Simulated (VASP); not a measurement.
# Os (Fm-3m) in VASP: a series of runs

Runs on Os. Level: LDA. Tasks: single point, relaxation of cell and atoms.

Program: VASP 6.6.1. These are calculated values, not measurements. Logs are shortened: lines on timing, memory, paths and dates and some standing lists are left out, and cuts for length are marked.

**1. The cell of the first run**

It takes space group Fm-3m (No. 225, cubic). Conventional cell: a = 3.803 Å, b = 3.803 Å, c = 3.803 Å, α = 90.00°, β = 90.00°, γ = 90.00°. Os (site symmetry m-3m) has 12 Os at 2.69 Å within 3.5 Å.

This isn't the form of Os at room conditions, which is hcp.

**2. Single point, LDA**

Contents of INCAR:

```
SYSTEM = Os
PREC = Accurate
ENCUT = 600
EDIFF = 1E-6
ISMEAR = -1
SIGMA = 0.05
LREAL = .FALSE.
LASPH = .TRUE.
NELM = 120
ALGO = Normal
ISIF = 2
LWAVE = .FALSE.
LCHARG = .FALSE.
GGA = CA
NBANDS = 10
GGA_COMPAT = .FALSE.
```

Contents of KPOINTS:

```
Automatic mesh
0
G
  11 11 11
  0 0 0
```

Contents of POSCAR:

```
Os
1.0
    0.0000000000      1.9016368356      1.9016368356
    1.9016368356      0.0000000000      1.9016368356
    1.9016368356      1.9016368356      0.0000000000
Os
1
Direct
    0.0000000000      0.0000000000      0.0000000000
```

Potentials or basis: VASP PAW LDA potentials, release 64 (Os).

Run with:

```console
$ cat potpaw_LDA.64/Os/POTCAR > POTCAR
$ mpirun -np 1 vasp_std > vasp.out
```

OUTCAR:

```text
SYSTEM = Os
   PREC = Accurate
   ENCUT = 600
   EDIFF = 1E-6
   ISMEAR = -1
   LREAL = .FALSE.
   LASPH = .TRUE.
   NELM = 120
   ISIF = 2
   GGA = CA

 ion  position               nearest neighbor table
   1  0.000  0.000  0.000-

  LATTYP: Found a face centered cubic cell.
 ALAT       =     3.8032736712

  Lattice vectors:

 A1 = (   0.0000000000,   1.9016368356,   1.9016368356)
 A2 = (   1.9016368356,   0.0000000000,   1.9016368356)
 A3 = (   1.9016368356,   1.9016368356,   0.0000000000)

Analysis of symmetry for initial positions (statically):
=====================================================================
 Subroutine PRICEL returns:
 Original cell was already a primitive cell.

 Routine SETGRP: Setting up the symmetry group for a
 face centered cubic supercell.

 Subroutine GETGRP returns: Found 48 space group operations
 (whereof 48 operations were pure point group operations)
 out of a pool of 48 trial point group operations.

The static configuration has the point symmetry O_h .

Analysis of symmetry for dynamics (positions and initial velocities):
=====================================================================
 Subroutine PRICEL returns:
 Original cell was already a primitive cell.

 Routine SETGRP: Setting up the symmetry group for a
 face centered cubic supercell.

 Subroutine GETGRP returns: Found 48 space group operations
 (whereof 48 operations were pure point group operations)
 out of a pool of 48 trial point group operations.

The dynamic configuration has the point symmetry O_h .

 Subroutine INISYM returns: Found 48 space group operations
 (whereof 48 operations are pure point group operations),
 and found     1 'primitive' translations

----------------------------------------------------------------------------------------

                                     Primitive cell

  volume of cell :      13.7535

  direct lattice vectors                    reciprocal lattice vectors
     0.000000000  1.901636836  1.901636836    -0.262931381  0.262931381  0.262931381
     1.901636836  0.000000000  1.901636836     0.262931381 -0.262931381  0.262931381
     1.901636836  1.901636836  0.000000000     0.262931381  0.262931381 -0.262931381

  length of vectors
     2.689320604  2.689320604  2.689320604     0.455410511  0.455410511  0.455410511

  position of ions in fractional coordinates (direct lattice)
     0.000000000  0.000000000  0.000000000

  ion indices of the primitive-cell ions
   primitive index   ion index
                 1           1

----------------------------------------------------------------------------------------

 KPOINTS: Automatic mesh

Automatic generation of k-mesh.
 Grid dimensions read from file:
 generate k-points for:   11   11   11

 Generating k-lattice:

  Cartesian coordinates                     Fractional coordinates (reciprocal lattice)
    -0.023902853  0.023902853  0.023902853     0.090909091  0.000000000  0.000000000
     0.023902853 -0.023902853  0.023902853     0.000000000  0.090909091  0.000000000
     0.023902853  0.023902853 -0.023902853     0.000000000  0.000000000  0.090909091

  Length of vectors
     0.041400956  0.041400956  0.041400956

  Shift w.r.t. Gamma in fractional coordinates (k-lattice)
     0.000000000  0.000000000  0.000000000

 Subroutine IBZKPT returns following result:
 ===========================================

 Found     56 irreducible k-points:

 Following reciprocal coordinates:
            Coordinates               Weight
  0.000000  0.000000  0.000000      1.000000
  0.090909  0.000000  0.000000      8.000000
  0.181818  0.000000  0.000000      8.000000
  0.272727  0.000000  0.000000      8.000000
  0.363636  0.000000  0.000000      8.000000
  0.454545  0.000000  0.000000      8.000000
[... 16 lines left out ...]
 -0.272727  0.181818  0.000000     24.000000
 -0.181818  0.181818  0.000000     12.000000
 [... further k-points ...]
   k-points           NKPTS =     56   k-points in BZ     NKDIM =     56   number of bands    NBANDS=     10
   number of dos      NEDOS =    301   number of ions     NIONS =      1
   total plane-waves  NPLWV =  13824
   dimension x,y,z NGX =    24 NGY =   24 NGZ =   24
   dimension x,y,z NGXF=    48 NGYF=   48 NGZF=   48
   ions per type =               1
   NGX,Y,Z   is equivalent  to a cutoff of  14.84, 14.84, 14.84 a.u.
   NGXF,Y,Z  is equivalent  to a cutoff of  29.67, 29.67, 29.67 a.u.
 SYSTEM =  Os
   PREC   = accura    normal or accurate (medium, high low for compatibility)
   ISTART =      0    job   : 0-new  1-cont  2-samecut
   ICHARG =      2    charge: 1-file 2-atom 10-const
   ISPIN  =      1    spin polarized calculation?
   LNONCOLLINEAR =      F non collinear calculations
   LSORBIT =      F    spin-orbit coupling
   LASPH  =      T    aspherical Exc in radial PAW
   ENCUT  =  600.0 eV  44.10 Ry    6.64 a.u.   5.37  5.37  5.37*2*pi/ulx,y,z
   NELM   =    120;   NELMIN=  2; NELMDL= -5     # of ELM steps
   EDIFF  = 0.1E-05   stopping-criterion for ELM
   LREAL  =      F    real-space projection
   EDIFFG = 0.1E-04   stopping-criterion for IOM
   NSW    =      0    number of steps for IOM
   IBRION =     -1    ionic relax: 0-MD 1-quasi-New 2-CG
   NFREE  =      0    steps in history (QN), initial steepest desc. (CG)
   ISIF   =      2    stress and relaxation
   ISYM   =      2    0-nonsym 1-usesym 2-fastsym
   POTIM  = 0.5000    time-step for ionic-motion
   TEBEG  =    0.0;   TEEND  =   0.0 temperature during run
   PSTRESS=    0.0 pullay stress
   NELECT =       8.0000    total number of electrons
   NUPDOWN=      -1.0000    fix difference up-down
   EMIN   =  10.00;   EMAX   =-10.00  energy-range for DOS
   EFERMI =   0.00;   METHOD = LEGACY
   ISMEAR =    -1;   SIGMA  =   0.05  broadening in eV -4-tet -1-fermi 0-gaus
   EFERMI_NEDOS =   21; number of points for ismear=-14 and -15
   IALGO  =     38    algorithm
   IMIX   =      4    mixing-type and parameters
     AMIX     =   0.40;   BMIX     =  1.00
     AMIX_MAG =   1.60;   BMIX_MAG =  1.00
  volume/ion in A,a.u.               =      13.75        92.81
  Fermi-wavevector in a.u.,A,eV,Ry     =   1.366576  2.582455 25.409302  1.867531
  Thomas-Fermi vector in A             =   2.492705
   LORBIT       =      0    0 simple, 1 ext, 2 COOP (PROOUT), +10 PAW based schemes
   GGA     = CA    functional components
   LHFCALC =     F    Hartree Fock is set to
   AEXX    =    0.0000 exact exchange contribution
   IVDW    =     0    specifies the selected vdW correction
   LEPSILON=     F    determine dielectric tensor
   LRPA    =     F    only Hartree local field effects (RPA)
 non-spin polarized calculation
  energy-cutoff  :      600.00
  volume of cell :       13.75
 maximum number of plane-waves:       477
 NGX is ok and might be reduce to    24
   NGX = 11   NGY = 11   NGZ = 11

 number of electron       8.0000000 magnetization

 Free energy of the ion-electron system (eV)
  ---------------------------------------------------
  ext. energy  EPLUGINS =         0.00000000
  ---------------------------------------------------
  free energy    TOTEN  =       -12.51180688 eV

  energy without entropy =      -12.50462025  energy(sigma->0) =      -12.50821356

 E-fermi :   9.3921     XC(G=0): -14.2761

 val. band max:        9.3718898186   @ k =   0.1818   0.0000   0.0000
 cond. band min:       9.4453872004   @ k =   0.0909   0.0000   0.0000
 fundamental gap:      0.0734973818
 Fermi energy:         9.3921307725

 k-point     1 :       0.0000    0.0000    0.0000
  band No.  band energies     occupation
      1      -1.3671      2.00000
      2       6.4358      2.00000
      3       6.4358      2.00000
      4       6.4358      2.00000
      5       9.5665      0.05935
      6       9.5665      0.05935
      7      23.8628      0.00000
      8      29.7199      0.00000
      9      29.7199      0.00000
     10      29.7199      0.00000

 k-point     2 :       0.0909    0.0000    0.0000
  band No.  band energies     occupation
      1      -0.9764      2.00000
      2       6.2095      2.00000
      3       6.6088      2.00000
      4       6.6088      2.00000
      5       9.4454      0.51266
      6       9.4454      0.51266
      7      24.5813      0.00000
      8      28.0758      0.00000
      9      30.4177      0.00000
     10      30.4177      0.00000

 k-point     3 :       0.1818    0.0000    0.0000
  band No.  band energies     occupation
      1       0.0598      2.00000
      2       5.8003      2.00000
      3       6.9187      2.00000
      4       6.9187      2.00000
      5       9.3719      1.19969
      6       9.3719      1.19969
      7      25.3397      0.00000
      8      26.6617      0.00000
      9      32.3590      0.00000
     10      32.3590      0.00000

 k-point     4 :       0.2727    0.0000    0.0000
  band No.  band energies     occupation
      1       1.2033      2.00000
      2       5.9366      2.00000
      3       6.8661      2.00000
      4       6.8661      2.00000
      5       9.9606      0.00002
      6       9.9606      0.00002
      7      23.3153      0.00000
      8      27.2121      0.00000
      9      34.5951      0.00000
     10      34.9068      0.00000
[... 222 lines left out ...]
 k-point    22 :      -0.3636    0.1818    0.0000
  band No.  band energies     occupation
      1       2.9913      2.00000
      2       5.3656      2.00000
      3       6.7584      2.00000
      4       7.3848      2.00000
      5      10.7706      0.00000
      6      14.5548      0.00000
      7      19.8743      0.00000
      8      25.9460      0.00000
      9      27.6301      0.00000
     10      31.6745      0.00000

 k-point    23 :      -0.2727    0.1818    0.0000
  band No.  band energies     occupation
      1       2.9527      2.00000
      2       5.4490      2.00000
      3       5.9302      2.00000
      4       7.6064      2.00000
      5       9.3358      1.51079
      6      13.2921      0.00000
      7      22.6964      0.00000
      8      27.0102      0.00000
      9      28.0737      0.00000
     10      32.7791      0.00000

 k-point    24 :      -0.1818    0.1818    0.0000
  band No.  band energies     occupation
      1       2.0206      2.00000
      2       5.0789      2.00000
      3       6.5554      2.00000
      4       8.0718      2.00000
      5       8.0777      2.00000
      6      11.7078      0.00000
      7      24.6712      0.00000
      8      28.5349      0.00000
      9      29.8927      0.00000
     10      30.3817      0.00000

 [... further k-points ...]

------------------------ aborting loop because EDIFF is reached ----------------------------------------

  FORCE on cell =-STRESS in cart. coord.  units (eV):
  Direction    XX          YY          ZZ          XY          YZ          ZX
  --------------------------------------------------------------------------------------
  -------------------------------------------------------------------------------------
  Total        0.1106985      0.1106985      0.1106985      0.0000000      0.0000000      0.0000000
  in kB       12.8955366     12.8955366     12.8955366      0.0000000      0.0000000      0.0000000
  external PRESSURE =      12.8955366 kB  Pullay stress =       0.0000000 kB

 VOLUME and BASIS-vectors are now :
 -----------------------------------------------------------------------------
  energy-cutoff  :      600.00
  volume of cell :       13.75
      direct lattice vectors                 reciprocal lattice vectors
     0.000000000  1.901636836  1.901636836    -0.262931381  0.262931381  0.262931381
     1.901636836  0.000000000  1.901636836     0.262931381 -0.262931381  0.262931381
     1.901636836  1.901636836  0.000000000     0.262931381  0.262931381 -0.262931381

 POSITION                                       TOTAL-FORCE (eV/Angst)
 -----------------------------------------------------------------------------------
      0.00000      0.00000      0.00000         0.000000      0.000000      0.000000
 -----------------------------------------------------------------------------------
    total drift:                               -0.000000      0.000000     -0.000000

  FREE ENERGIE OF THE ION-ELECTRON SYSTEM (eV)
  ---------------------------------------------------
  free  energy   TOTEN  =       -12.5118068782 eV

  energy  without entropy=      -12.5046202460  energy(sigma->0) =      -12.50821356
```

It took 4 s on 1 thread of Intel Xeon Platinum 8488C (Sapphire Rapids), shared host; peak memory 0.14 GiB.

Results:

| Item | Value |
| --- | --- |
| Free energy | -12.5118 eV |
| Pressure | 1.3 GPa |
| Band gap on the k mesh | zero (bands 4 and 5 overlap by 4.08 eV) |

Levels at points of the mesh, in eV from the Fermi level:
```
           k point  band 2  band 3  band 4  band 5  band 6  band 7
(0.00, 0.00, 0.00)   -2.96   -2.96   -2.96    0.17    0.17   14.47
```

Caveat: spin-orbit coupling is left out, which moves the levels of the heavy elements.

**3. Relaxation of cell and atoms, LDA**

This run uses another cell than the first one, of 13.94 Å³/atom.

Contents of INCAR:

```
SYSTEM = Os
PREC = Accurate ; ENCUT = 600
EDIFF = 1E-7 ; ISMEAR = -1
SIGMA = 0.05 ; LREAL = .FALSE.
LASPH = .TRUE. ; NELM = 120
ALGO = Normal ; ISIF = 3
LWAVE = .FALSE. ; LCHARG = .FALSE.
IBRION = 2 ; NSW = 80
EDIFFG = -0.01 ; GGA_COMPAT = .FALSE.
NELMIN = 4
```

KPOINTS is that of step 2.

Contents of POSCAR:

```
Os
1.0
    0.0000000000      1.9100000000      1.9100000000
    1.9100000000      0.0000000000      1.9100000000
    1.9100000000      1.9100000000      0.0000000000
Os
1
Direct
    0.0000000000      0.0000000000      0.0000000000
```

Potentials or basis: VASP PAW LDA potentials, release 64 (Os).

Run with:

```console
$ cat potpaw_LDA.64/Os/POTCAR > POTCAR
$ mpirun -np 1 vasp_std > vasp.out
```

It took 8.9 s on 1 thread of Intel Xeon Platinum 8488C (Sapphire Rapids), shared host; peak memory 0.13 GiB.

The run converged. Its results:

```
Free energy                           : -12.5121 eV
Relaxed volume                        : 13.80 Å³/atom
Relaxed cell                          : a = 2.692 Å, b = 2.692 Å, c = 2.692 Å, α = 60.00°, β = 60.00°, γ = 60.00°
Space group after relaxing (to 0.1 Å) : Fm-3m (No. 225)
Energy gained by relaxing             : 2.0 meV/atom
Ionic steps                           : 3
Pressure after relaxing               : -0.1 GPa
Band gap on the k mesh                : zero (bands 4 and 5 overlap by 4.06 eV)
```

Step by step:
| step | energy change (eV) | largest force (eV/Å) | pressure (GPa) | volume (Å³) |
| --- | --- | --- | --- | --- |
| 1 | 0.0000 | 0.0000 | -4.49 | 13.94 |
| 2 | 0.0422 | 0.0000 | 23.48 | 13.16 |
| 3 | -0.0020 | 0.0000 | -0.10 | 13.80 |

Final structure:
```cif
data_structure
_symmetry_space_group_name_H-M 'P 1'
_symmetry_Int_Tables_number 1
_cell_length_a 2.6921
_cell_length_b 2.6921
_cell_length_c 2.6921
_cell_angle_alpha 60.000
_cell_angle_beta 60.000
_cell_angle_gamma 60.000
_cell_volume 13.80
loop_
_atom_site_label
_atom_site_type_symbol
_atom_site_fract_x
_atom_site_fract_y
_atom_site_fract_z
_atom_site_occupancy
Os1 Os 0.00000 0.00000 0.00000 1
```

Levels at points of the mesh, in eV from the Fermi level:
```
           k point  band 2  band 3  band 4  band 5  band 6  band 7
(0.00, 0.00, 0.00)   -2.94   -2.94   -2.94    0.17    0.17   14.47
```

Caveat: spin-orbit coupling is left out, which moves the levels of the heavy elements.
